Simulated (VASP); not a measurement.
## SiO2: electric field gradients with PBE

SiO2:

```
Si O
1.0
    -4.46962    4.46962    4.46962
     4.46962   -4.46962    4.46962
     4.46962    4.46962   -4.46962
Si O
6 12
Direct
  0.50000 0.25000 0.75000
  0.50000 0.75000 0.25000
  0.25000 0.75000 0.50000
  0.75000 0.25000 0.50000
  0.25000 0.50000 0.75000
  0.75000 0.50000 0.25000
  0.35252 0.00000 0.64748
  0.64748 0.64748 0.29495
  0.35252 0.64748 0.00000
  0.35252 0.70505 0.35252
  0.64748 0.29495 0.64748
  0.00000 0.35252 0.64748
  0.70505 0.35252 0.35252
  0.64748 0.35252 0.00000
  0.00000 0.64748 0.35252
  0.29495 0.64748 0.64748
  0.35252 0.35252 0.70505
  0.64748 0.00000 0.35252
```

* Program: VASP 6.6.1
* Task: electric field gradients
* Functional: PBE
* Potentials or basis: VASP PAW PBE potentials, release 64 (Si, O)
* Cutoff: 520 eV
* k mesh: 4 × 4 × 4
* Occupations: fermi-dirac, width 0.02 eV
* Spin: no spin polarisation
* Dipole correction: no
* Further INCAR settings: LREAL = Auto; ALGO = Normal; EDIFF = 1e-08; NBANDS = 63

| Item | Value |
| --- | --- |
| Pressure | 3.2 GPa |
| Largest force | 0.214 eV/Å |
| Band gap on the k mesh | 5.51 eV |
| Largest electric field gradient by atom | Si -7.7; O +94.1 V/Å² |

Forces on the atoms (eV/Å):
```
Si   0.000  0.000  0.000
Si   0.000  0.000  0.000
Si   0.000  0.000  0.000
Si   0.000  0.000  0.000
Si   0.000  0.000  0.000
Si   0.000  0.000  0.000
O    0.151  0.000 -0.151
O    0.151  0.151  0.000
O    0.151 -0.151  0.000
O   -0.151  0.000 -0.151
O    0.151  0.000  0.151
O    0.000  0.151 -0.151
O    0.000 -0.151 -0.151
O   -0.151  0.151  0.000
O    0.000 -0.151  0.151
O    0.000  0.151  0.151
O   -0.151 -0.151  0.000
O   -0.151  0.000  0.151
```

Levels at points of the mesh, in eV from the valence-band top:
| k point | band 46 | band 47 | band 48 | band 49 | band 50 | band 51 |
| --- | --- | --- | --- | --- | --- | --- |
| (0.00, 0.00, 0.00) | -0.46 | -0.46 | 0.00 | 5.51 | 8.58 | 8.63 |
| (0.50, 0.00, 0.00) | -0.42 | -0.39 | -0.13 | 6.70 | 6.83 | 8.34 |
| (0.50, 0.50, 0.50) | -0.12 | -0.12 | -0.12 | 7.41 | 7.57 | 7.57 |

Electric field gradients, principal values (V/Å²):
| atom | least | middle | greatest (by size) |
| --- | --- | --- | --- |
| 1 Si | 3.864 | 3.864 | -7.728 |
| 2 Si | 3.864 | 3.864 | -7.728 |
| 3 Si | 3.864 | 3.864 | -7.728 |
| 4 Si | 3.864 | 3.864 | -7.728 |
| 5 Si | 3.864 | 3.864 | -7.728 |
| 6 Si | 3.864 | 3.864 | -7.728 |
| 7 O | -43.992 | -50.082 | 94.074 |
| 8 O | -43.993 | -50.081 | 94.074 |
| 9 O | -43.992 | -50.082 | 94.074 |
| 10 O | -43.993 | -50.081 | 94.074 |
| 11 O | -43.993 | -50.081 | 94.074 |
| 12 O | -43.992 | -50.082 | 94.074 |
| 13 O | -43.993 | -50.081 | 94.074 |
| 14 O | -43.992 | -50.082 | 94.074 |
| 15 O | -43.992 | -50.082 | 94.074 |
| 16 O | -43.993 | -50.081 | 94.074 |
| 17 O | -43.993 | -50.081 | 94.074 |
| 18 O | -43.992 | -50.082 | 94.074 |

Wall time 12 min on 1 thread of Intel Xeon 8259CL (shared host), peak memory 0.51 GiB.

Caveat: the cell stands under pressure; without QUAD_EFG the Cq values of the log hold for a quadrupole moment of 1 mb, not for the nuclei. A k mesh can miss the band edges.
